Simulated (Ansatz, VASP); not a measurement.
**Two plane-wave programs on TiAl**

```
Ti Al
1.0
     3.18632    0.00000    0.00000
     0.00000    3.18632    0.00000
     0.00000    0.00000    3.18632
Ti Al
1 1
Direct
  0.00000 0.00001 0.99999
  0.50000 0.49999 0.50001
```

Change from the starting cell: atom 1 moved 0.06 Å; relaxed back.

Alike in both runs: functional PBE; k mesh 10 × 10 × 10; occupations gaussian, width 0.15 eV; no spin polarisation.

Ansatz relaxed the structure, and its values are those at the end. VASP's run is a single point on that final structure, the one shown.

```csv
,VASP,Ansatz
version,VASP 6.6.1,Ansatz 0.2.0
potentials or method,"VASP PAW PBE potentials, release 64 (Ti_sv, Al), cutoff 520 eV","scalar-relativistic, plane waves, PAW"
valence electrons in the cell,15,15
```

```tsv
	VASP	Ansatz	Ansatz less VASP
gap on the k mesh at the Fermi level (eV)	none	none	-
pressure (GPa)	0.0	0.0	+0.03
```

A gap of «none» marks a metal or a gap that the smearing closes. The functional is the same, so the differences come from potentials, cutoffs and numerics. Ansatz's warnings: stress scf threshold loose.
